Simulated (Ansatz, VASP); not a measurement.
## Two plane-wave programs on Pt

```
Pt
1.0
     2.86143    0.00000    0.00000
    -1.43071    2.47807    0.00000
     0.00000    0.00000    4.58914
Pt
2
Direct
  0.66667 0.33333 0.75000
  0.33333 0.66667 0.25000
```

Change from the starting cell: strain +0.050 along x and y, -0.025 along z, atoms carried along.

Alike in both runs: task single point; functional PBEsol; k mesh 24 × 24 × 14; occupations gaussian, width 0.15 eV; no spin polarisation.

|  | VASP | Ansatz |
| --- | --- | --- |
| version | VASP 6.6.1 | Ansatz 0.2.0 |
| potentials or method | VASP PAW PBE potentials, release 64 (Pt), cutoff 520 eV | scalar-relativistic, plane waves, PAW |
| valence electrons in the cell | 20 | 36 |

|  | VASP | Ansatz | Ansatz less VASP |
| --- | --- | --- | --- |
| gap on the k mesh at the Fermi level (eV) | none | none | - |
| pressure (GPa) | -16.9 | -16.5 | +0.36 |
| traceless stress, the component that is largest in VASP (GPa) | 5.13 | 5.18 | +0.050 |

VASP's potentials were made for PBE, not for PBEsol. A gap of «none» marks a metal or a gap that the smearing closes. VASP's potentials hold 20 valence electrons a cell and Ansatz's 36, so a difference there can come from the potentials and not from the codes.

Spin-orbit coupling is off throughout.
